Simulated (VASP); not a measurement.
# Mg8HO8 (a cell with a defect) in VASP: relaxation of the atoms with PBE

Aim: the relaxation of the atoms of Mg8HO8 (a cell with a defect) with PBE.

Everything below comes from runs of VASP 6.6.1. Logs are shortened: lines on timing, memory, paths and dates and some standing lists are left out, and cuts for length are marked.

### Step 1. The cell of the first run

The cell holds a defect, 17 atoms: a = 5.589 Å, b = 5.589 Å, c = 5.589 Å, α = 60.00°, β = 60.00°, γ = 60.00°.

### Step 2. Relaxation of the atoms, PBE, collinear spin

Contents of INCAR:

```
SYSTEM = Mg8HO8
PREC = Accurate
ENCUT = 520
EDIFF = 1E-6
ISMEAR = -1
SIGMA = 0.05
LREAL = Auto
LASPH = .TRUE.
NELM = 150
ALGO = Normal
ISIF = 2
LWAVE = .FALSE.
LCHARG = .FALSE.
ISPIN = 2
MAGMOM = 0 0 0 0 0 0 0 0 0 0 0 0 0 0 0 0 1
LORBIT = 11
GGA = PE
IBRION = 2
NSW = 45
EDIFFG = -0.08
```

Contents of KPOINTS:

```
Automatic mesh
0
G
  2 2 2
  0 0 0
```

Contents of POSCAR:

```
Mg8HO8
1.0
    0.0000000000      3.9520000000      3.9520000000
    3.9520000000      0.0000000000      3.9520000000
    3.9520000000      3.9520000000      0.0000000000
Mg O H
8 8 1
Direct
    0.0000000000      0.0000000000      0.0000000000
    0.0000000000      0.0000000000      0.5000000000
    0.0000000000      0.5000000000      0.0000000000
    0.0000000000      0.5000000000      0.5000000000
    0.5000000000      0.0000000000      0.0000000000
    0.5000000000      0.0000000000      0.5000000000
    0.5000000000      0.5000000000      0.0000000000
    0.5000000000      0.5000000000      0.5000000000
    0.2500000000      0.2500000000      0.2500000000
    0.2500000000      0.2500000000      0.7500000000
    0.2500000000      0.7500000000      0.2500000000
    0.2500000000      0.7500000000      0.7500000000
    0.7500000000      0.2500000000      0.2500000000
    0.7500000000      0.2500000000      0.7500000000
    0.7500000000      0.7500000000      0.2500000000
    0.7500000000      0.7500000000      0.7500000000
    0.1404209000      0.6495865000      0.1115758000
```

Potentials or basis: VASP PAW PBE potentials, release 64 (Mg, O, H).

Launch:

```
$ cat potpaw_PBE.64/Mg/POTCAR potpaw_PBE.64/O/POTCAR potpaw_PBE.64/H/POTCAR > POTCAR
$ mpirun -np 1 vasp_std > vasp.out
```

OUTCAR:

```text
SYSTEM = Mg8HO8
   PREC = Accurate
   ENCUT = 520
   EDIFF = 1E-6
   ISMEAR = -1
   LREAL = Auto
   LASPH = .TRUE.
   NELM = 150
   ISIF = 2
   ISPIN = 2
   LORBIT = 11
   GGA = PE
   IBRION = 2
   NSW = 45
   EDIFFG = -0.08

 ion  position               nearest neighbor table
   1  0.000  0.000  0.000-  17 1.60  11 1.98  12 1.98  13 1.98  14 1.98  15 1.98  10 1.98   3 2.79
                             5 2.79   2 2.79   2 2.79   4 2.79   6 2.79   3 2.79   4 2.79   7 2.79
   2  0.000  0.000  0.500-   9 1.98  11 1.98  12 1.98  13 1.98  14 1.98  16 1.98   1 2.79   4 2.79
                             6 2.79   1 2.79   3 2.79   5 2.79   3 2.79   4 2.79   8 2.79   5 2.79
   3  0.000  0.500  0.000-  17 1.84  10 1.98  12 1.98  13 1.98  15 1.98  16 1.98   9 1.98   4 2.79
                             7 2.79   1 2.79   2 2.79   4 2.79   8 2.79   1 2.79   2 2.79   5 2.79
   4  0.000  0.500  0.500-  17 1.78  10 1.98  11 1.98  14 1.98  15 1.98  16 1.98   9 1.98   3 2.79
                             8 2.79   2 2.79   1 2.79   3 2.79   7 2.79   1 2.79   2 2.79   6 2.79
   5  0.500  0.000  0.000-   9 1.98  10 1.98  11 1.98  14 1.98  15 1.98  16 1.98   1 2.79   6 2.79
                             7 2.79   2 2.79   6 2.79   8 2.79   3 2.79   7 2.79   8 2.79   1 2.79
   6  0.500  0.000  0.500-   9 1.98  10 1.98  12 1.98  13 1.98  15 1.98  16 1.98   2 2.79   5 2.79
                             8 2.79   1 2.79   5 2.79   7 2.79   4 2.79   7 2.79   8 2.79   1 2.79
   7  0.500  0.500  0.000-  17 1.65  11 1.98  12 1.98  13 1.98  14 1.98  16 1.98   9 1.98   5 2.79
                             8 2.79   3 2.79   4 2.79   6 2.79   8 2.79   1 2.79   5 2.79   6 2.79
   8  0.500  0.500  0.500-  10 1.98  11 1.98  12 1.98  13 1.98  14 1.98  15 1.98   4 2.79   6 2.79
                             7 2.79   3 2.79   5 2.79   7 2.79   2 2.79   5 2.79   6 2.79   2 2.79
   9  0.250  0.250  0.250-   2 1.98   3 1.98   4 1.98   5 1.98   6 1.98   7 1.98
  10  0.250  0.250  0.750-   1 1.98   3 1.98   4 1.98   5 1.98   6 1.98   8 1.98
  11  0.250  0.750  0.250-   1 1.98   2 1.98   4 1.98   5 1.98   7 1.98   8 1.98
  12  0.250  0.750  0.750-   1 1.98   2 1.98   3 1.98   6 1.98   7 1.98   8 1.98
  13  0.750  0.250  0.250-   1 1.98   2 1.98   3 1.98   6 1.98   7 1.98   8 1.98
  14  0.750  0.250  0.750-   1 1.98   2 1.98   4 1.98   5 1.98   7 1.98   8 1.98
  15  0.750  0.750  0.250-   1 1.98   3 1.98   4 1.98   5 1.98   6 1.98   8 1.98
  16  0.750  0.750  0.750-   2 1.98   3 1.98   4 1.98   5 1.98   6 1.98   7 1.98
  17  0.140  0.650  0.112-   1 1.60   7 1.65   4 1.78   3 1.84

  LATTYP: Found a face centered cubic cell.
 ALAT       =     7.9040000000

  Lattice vectors:

 A1 = (   0.0000000000,   3.9520000000,   3.9520000000)
 A2 = (   3.9520000000,   0.0000000000,   3.9520000000)
 A3 = (   3.9520000000,   3.9520000000,   0.0000000000)

Analysis of symmetry for initial positions (statically):
=====================================================================
 Subroutine PRICEL returns:
 Original cell was already a primitive cell.

 Routine SETGRP: Setting up the symmetry group for a
 face centered cubic supercell.

 Subroutine GETGRP returns: Found  1 space group operations
 (whereof  1 operations were pure point group operations)
 out of a pool of 48 trial point group operations.

The static configuration has the point symmetry C_1 .

Analysis of symmetry for dynamics (positions and initial velocities):
=====================================================================
 Subroutine PRICEL returns:
 Original cell was already a primitive cell.

 Routine SETGRP: Setting up the symmetry group for a
 face centered cubic supercell.

 Subroutine GETGRP returns: Found  1 space group operations
 (whereof  1 operations were pure point group operations)
 out of a pool of 48 trial point group operations.

The dynamic configuration has the point symmetry C_1 .

Analysis of structural, dynamic, and magnetic symmetry:
=====================================================================
 Subroutine PRICEL returns:
 Original cell was already a primitive cell.

 Routine SETGRP: Setting up the symmetry group for a
 face centered cubic supercell.

 Subroutine GETGRP returns: Found  1 space group operations
 (whereof  1 operations were pure point group operations)
 out of a pool of 48 trial point group operations.

The overall configuration has the point symmetry C_1 .

 Subroutine INISYM returns: Found  1 space group operations
 (whereof  1 operations are pure point group operations),
 and found     1 'primitive' translations

----------------------------------------------------------------------------------------

                                     Primitive cell

  volume of cell :     123.4471

[... 94 lines left out ...]
   ICHARG =      2    charge: 1-file 2-atom 10-const
   ISPIN  =      2    spin polarized calculation?
   LNONCOLLINEAR =      F non collinear calculations
   LSORBIT =      F    spin-orbit coupling
   LASPH  =      T    aspherical Exc in radial PAW
   ENCUT  =  520.0 eV  38.22 Ry    6.18 a.u.  10.39 10.39 10.39*2*pi/ulx,y,z
   NELM   =    150;   NELMIN=  2; NELMDL= -5     # of ELM steps
   EDIFF  = 0.1E-05   stopping-criterion for ELM
   LREAL  =      T    real-space projection
   EDIFFG = -.8E-01   stopping-criterion for IOM
   NSW    =     45    number of steps for IOM
   IBRION =      2    ionic relax: 0-MD 1-quasi-New 2-CG
   NFREE  =      1    steps in history (QN), initial steepest desc. (CG)
   ISIF   =      2    stress and relaxation
   ISYM   =      2    0-nonsym 1-usesym 2-fastsym
   POTIM  = 0.5000    time-step for ionic-motion
   TEBEG  =    0.0;   TEEND  =   0.0 temperature during run
   PSTRESS=    0.0 pullay stress
   NELECT =      65.0000    total number of electrons
   NUPDOWN=      -1.0000    fix difference up-down
   EMIN   =  10.00;   EMAX   =-10.00  energy-range for DOS
   EFERMI =   0.00;   METHOD = LEGACY
   ISMEAR =    -1;   SIGMA  =   0.05  broadening in eV -4-tet -1-fermi 0-gaus
   EFERMI_NEDOS =   21; number of points for ismear=-14 and -15
   IALGO  =     38    algorithm
   IMIX   =      4    mixing-type and parameters
     AMIX     =   0.40;   BMIX     =  1.00
     AMIX_MAG =   1.60;   BMIX_MAG =  1.00
  volume/ion in A,a.u.               =       7.26        49.00
  Fermi-wavevector in a.u.,A,eV,Ry     =   1.321962  2.498146 23.777322  1.747584
  Thomas-Fermi vector in A             =   2.451678
   LORBIT       =     11    0 simple, 1 ext, 2 COOP (PROOUT), +10 PAW based schemes
   GGA     = PE    functional components
   LHFCALC =     F    Hartree Fock is set to
   AEXX    =    0.0000 exact exchange contribution
   IVDW    =     0    specifies the selected vdW correction
   LEPSILON=     F    determine dielectric tensor
   LRPA    =     F    only Hartree local field effects (RPA)
 conjugate gradient relaxation of ions
 spin polarized calculation
  energy-cutoff  :      520.00
  volume of cell :      123.45
 maximum number of plane-waves:      3316
 NGX is ok and might be reduce to    42
   NGX = 21   NGY = 21   NGZ = 21

--------------------------------------- Ionic step        1  -------------------------------------------

 number of electron      65.0000052 magnetization       0.7497306

 Free energy of the ion-electron system (eV)
  ---------------------------------------------------
  ext. energy  EPLUGINS =         0.00000000
  ---------------------------------------------------
  free energy    TOTEN  =       -88.88517253 eV

  energy without entropy =      -88.87366094  energy(sigma->0) =      -88.87941674

------------------------ aborting loop because EDIFF is reached ----------------------------------------

  FORCE on cell =-STRESS in cart. coord.  units (eV):
  Direction    XX          YY          ZZ          XY          YZ          ZX
  --------------------------------------------------------------------------------------
  -------------------------------------------------------------------------------------
  Total       47.5146285     47.5649734     46.9445413     -0.2902471     -0.0797237      0.0649284
  in kB      616.6761002    617.3295084    609.2771333     -3.7670183     -1.0347070      0.8426835
  external PRESSURE =     614.4275806 kB  Pullay stress =       0.0000000 kB
[... 134 lines left out ...]
  FREE ENERGIE OF THE ION-ELECTRON SYSTEM (eV)
  ---------------------------------------------------
  free  energy   TOTEN  =       -89.2671063620 eV

  energy  without entropy=      -89.2552728124  energy(sigma->0) =      -89.26118959

[... ionic steps 4 to 7 ...]

--------------------------------------- Ionic step        8  -------------------------------------------

 number of electron      65.0000012 magnetization       0.7500039

------------------------ aborting loop because EDIFF is reached ----------------------------------------
[... 97 lines left out ...]
--------------------------------------- Ionic step       10  -------------------------------------------

 number of electron      65.0000011 magnetization       0.7500040

 Free energy of the ion-electron system (eV)
  ---------------------------------------------------
  ext. energy  EPLUGINS =         0.00000000
  ---------------------------------------------------
  free energy    TOTEN  =       -89.32003643 eV

  energy without entropy =      -89.30806952  energy(sigma->0) =      -89.31405297

 E-fermi :   8.8783     XC(G=0): -12.1146

 val. band max:        8.8438787193   @ k =   0.5000   0.5000   0.0000
 cond. band min:       9.6249985087   @ k =   0.0000   0.0000   0.5000
 fundamental gap:      0.7811197893
 Fermi energy:         8.8782600704

 spin component 1

 k-point     1 :       0.0000    0.0000    0.0000
  band No.  band energies     occupation
      1     -13.6201      1.00000
      2     -11.8025      1.00000
      3     -11.7203      1.00000
      4     -11.7193      1.00000
      5     -11.7188      1.00000
      6     -11.3845      1.00000
[... 349 lines left out ...]
     41      16.9219      0.00000
     42      17.5230      0.00000
 Fermi energy:         8.8782600704

 spin component 2

 k-point     1 :       0.0000    0.0000    0.0000
  band No.  band energies     occupation
      1     -13.5485      1.00000
      2     -11.7142      1.00000
      3     -11.6894      1.00000
      4     -11.6881      1.00000
      5     -11.6876      1.00000
      6     -11.2819      1.00000
[... 393 lines left out ...]
  FREE ENERGIE OF THE ION-ELECTRON SYSTEM (eV)
  ---------------------------------------------------
  free  energy   TOTEN  =       -89.3200364252 eV

  energy  without entropy=      -89.3080695188  energy(sigma->0) =      -89.31405297

 reached required accuracy - stopping structural energy minimisation

 total charge

# of ion       s       p       d       tot
------------------------------------------
    1        0.179   0.252   0.130   0.561
    2        0.185   0.263   0.136   0.584
    3        0.179   0.252   0.130   0.561
    4        0.179   0.252   0.130   0.561
    5        0.185   0.263   0.136   0.584
    6        0.185   0.263   0.136   0.584
[... 9 lines left out ...]
   16        1.549   3.691   0.000   5.240
   17        0.610   0.027   0.000   0.637
--------------------------------------------------
tot         14.503  31.496   1.065  47.063

 magnetization (x)

# of ion       s       p       d       tot
------------------------------------------
    1       -0.000   0.001   0.004   0.005
    2        0.000   0.001   0.001   0.003
    3       -0.000   0.001   0.004   0.005
    4       -0.000   0.001   0.004   0.005
    5        0.000   0.001   0.001   0.003
    6        0.000   0.001   0.001   0.003
[... 9 lines left out ...]
   16       -0.000  -0.001   0.000  -0.001
   17        0.237   0.002   0.000   0.239
--------------------------------------------------
tot          0.266   0.293   0.020   0.579
```

Wall time 30 min (1 thread of Oxide Virtual Turin-like, shared host); peak memory 0.32 GiB.

Results:

| Quantity | Value |
| --- | --- |
| Free energy | -89.3200 eV |
| Energy gained by relaxing | 25.6 meV/atom |
| Ionic steps | 10 |
| Pressure after relaxing | 60.9 GPa |
| Largest force after relaxing | 0.064 eV/Å |
| Net moment | 0.75 μB per cell |
| Site moments | Mg +0.01, +0.00 (each value once); O +0.08, -0.00 (each value once); H +0.24 μB |
| Valence electrons inside the program's atomic spheres | Mg 0.56, 0.58 (each value once); O 5.22, 5.24 (each value once); H 0.64 |

Forces in eV/Å, atoms in the order of the input:
```
Mg  -0.003  0.004 -0.001
Mg  -0.018  0.019  0.020
Mg   0.008  0.010  0.011
Mg  -0.012 -0.009  0.014
Mg   0.029  0.027 -0.020
Mg  -0.024 -0.026 -0.022
Mg   0.009 -0.008 -0.008
Mg   0.015 -0.014  0.016
O   -0.009  0.012 -0.003
O    0.030 -0.036 -0.042
O    0.013  0.013  0.014
O   -0.009 -0.011  0.013
O   -0.033 -0.031  0.025
O    0.028  0.030  0.024
O    0.011 -0.008 -0.003
O   -0.037  0.032 -0.041
H    0.000 -0.004  0.004
```

Step by step:
| step | energy change (eV) | largest force (eV/Å) | pressure (GPa) |
| --- | --- | --- | --- |
| 1 | 0.0000 | 2.6193 | 61.44 |
| 2 | -0.2706 | 1.4505 | 61.80 |
| 3 | -0.3819 | 0.5946 | 61.15 |
| 4 | -0.4130 | 0.4126 | 61.01 |
| 5 | -0.4132 | 0.3925 | 61.00 |
| 6 | -0.4256 | 0.2096 | 60.94 |
| 7 | -0.4275 | 0.2495 | 60.90 |
| 8 | -0.4342 | 0.0941 | 60.92 |
| 9 | -0.4343 | 0.1002 | 60.93 |
| 10 | -0.4349 | 0.0640 | 60.90 |

Final structure:
```yaml
crystal:
  lattice:
    - [0.00000, 3.95200, 3.95200]
    - [3.95200, 0.00000, 3.95200]
    - [3.95200, 3.95200, 0.00000]
  atoms:
    - { symbol: Mg, position: [0.99992, 0.00434, 0.99824] }
    - { symbol: Mg, position: [0.99930, 0.00203, 0.49970] }
    - { symbol: Mg, position: [0.99986, 0.50043, 0.99817] }
    - { symbol: Mg, position: [0.99980, 0.50039, 0.50243] }
    - { symbol: Mg, position: [0.50149, 0.00206, 0.99738] }
    - { symbol: Mg, position: [0.50149, 0.00207, 0.49979] }
    - { symbol: Mg, position: [0.50398, 0.50042, 0.99817] }
    - { symbol: Mg, position: [0.50143, 0.49995, 0.49968] }
    - { symbol: O, position: [0.25593, 0.23628, 0.25426] }
    - { symbol: O, position: [0.25125, 0.25140, 0.74908] }
    - { symbol: O, position: [0.25593, 0.75650, 0.25416] }
    - { symbol: O, position: [0.25593, 0.75649, 0.73413] }
    - { symbol: O, position: [0.75084, 0.25139, 0.24944] }
    - { symbol: O, position: [0.75084, 0.25139, 0.74910] }
    - { symbol: O, position: [0.73573, 0.75651, 0.25424] }
    - { symbol: O, position: [0.75083, 0.75183, 0.74908] }
    - { symbol: H, position: [0.12588, 0.62612, 0.12450] }
```

Levels at points of the mesh, in eV from the Fermi level:
Spin up:
| k point | band 30 | band 31 | band 32 | band 33 | band 34 | band 35 | band 36 | band 37 |
| --- | --- | --- | --- | --- | --- | --- | --- | --- |
| (0.00, 0.00, 0.00) | -4.06 | -4.06 | -4.06 | -1.79 | 3.07 | 5.05 | 5.11 | 5.11 |
| (0.50, 0.00, 0.00) | -4.57 | -4.50 | -4.50 | -0.45 | 4.91 | 5.38 | 6.74 | 6.76 |
| (0.00, 0.50, 0.00) | -4.57 | -4.50 | -4.50 | -0.44 | 4.91 | 5.38 | 6.74 | 6.76 |
| (0.00, 0.00, 0.50) | -4.57 | -4.50 | -4.50 | -0.45 | 4.91 | 5.38 | 6.74 | 6.76 |
| (0.50, 0.50, 0.50) | -4.57 | -4.50 | -4.50 | -0.45 | 4.91 | 5.38 | 6.74 | 6.76 |
| (0.50, 0.50, 0.00) | -4.89 | -4.89 | -4.87 | -0.03 | 6.12 | 6.39 | 7.22 | 7.22 |
| (0.00, 0.50, 0.50) | -4.89 | -4.89 | -4.87 | -0.03 | 6.12 | 6.39 | 7.22 | 7.22 |
| (0.50, 0.00, 0.50) | -4.89 | -4.89 | -4.87 | -0.03 | 6.12 | 6.39 | 7.22 | 7.22 |
Spin down:
| k point | band 28 | band 29 | band 30 | band 31 | band 32 | band 33 | band 34 | band 35 | band 36 | band 37 |
| --- | --- | --- | --- | --- | --- | --- | --- | --- | --- | --- |
| (0.00, 0.00, 0.00) | -4.88 | -4.88 | -3.98 | -3.98 | -3.98 | -0.55 | 3.13 | 5.06 | 5.13 | 5.13 |
| (0.50, 0.00, 0.00) | -5.17 | -4.54 | -4.54 | -4.38 | -4.38 | 0.75 | 4.93 | 5.43 | 6.76 | 6.79 |
| (0.00, 0.50, 0.00) | -5.17 | -4.54 | -4.54 | -4.38 | -4.38 | 0.75 | 4.93 | 5.43 | 6.76 | 6.78 |
| (0.00, 0.00, 0.50) | -5.17 | -4.54 | -4.54 | -4.38 | -4.38 | 0.75 | 4.93 | 5.43 | 6.76 | 6.79 |
| (0.50, 0.50, 0.50) | -5.17 | -4.54 | -4.54 | -4.38 | -4.38 | 0.75 | 4.93 | 5.43 | 6.76 | 6.79 |
| (0.50, 0.50, 0.00) | -4.93 | -4.93 | -4.83 | -4.74 | -4.74 | 1.18 | 6.16 | 6.42 | 7.26 | 7.26 |
| (0.00, 0.50, 0.50) | -4.93 | -4.93 | -4.83 | -4.74 | -4.74 | 1.18 | 6.16 | 6.42 | 7.26 | 7.26 |
| (0.50, 0.00, 0.50) | -4.93 | -4.93 | -4.83 | -4.74 | -4.74 | 1.18 | 6.16 | 6.42 | 7.26 | 7.26 |

Caveat: the k points lie up to 0.69 Å⁻¹ apart; a moment this small can come from the mesh or the smearing; the relaxation stopped at a loose force limit of 0.08 eV/Å, so its end isn't a converged minimum.
